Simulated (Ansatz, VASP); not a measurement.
**Two plane-wave programs on CuNiSO**

```
Cu S Ni O
1.0
     3.85724    0.00000    0.00000
     0.00000    3.85724    0.00000
     0.00000    0.00000    8.72494
Cu S Ni O
2 2 2 2
Direct
  0.75000 0.25000 0.50000
  0.25000 0.75000 0.50000
  0.25000 0.25000 0.34420
  0.75000 0.75000 0.65580
  0.25000 0.75000 0.00000
  0.75000 0.25000 0.00000
  0.25000 0.25000 0.92560
  0.75000 0.75000 0.07440
```

Alike in both runs: task single point; functional r2SCAN; k mesh 5 × 5 × 2; occupations methfessel-paxton of order 1, width 0.0169 eV; no spin polarisation.

```csv
,VASP,Ansatz
version,VASP 6.6.1,Ansatz 0.2.0
potentials or method,"VASP PAW PBE potentials, release 64 (Cu, S, Ni, O), cutoff 520 eV",PAW plane waves
valence electrons in the cell,66,98
```

```csv
,VASP,Ansatz,Ansatz less VASP
gap on the k mesh at the Fermi level (eV),none,none,-
pressure (GPa),-12.6,-12.7,-0.11
"traceless stress, the component that is largest in VASP (GPa)",3.44,3.50,+0.056
rms of the force components (eV/Å),0.720,0.744,+0.0240
```

VASP's potentials were made for PBE, not for r2SCAN. Atom by atom the forces differ by 0.025 eV/Å (rms over components). A gap of «none» marks a metal or a gap that the smearing closes. VASP's potentials hold 66 valence electrons a cell and Ansatz's 98, so a difference there can come from the potentials and not from the codes.

The k mesh is coarse, so the values compare programs but aren't converged.
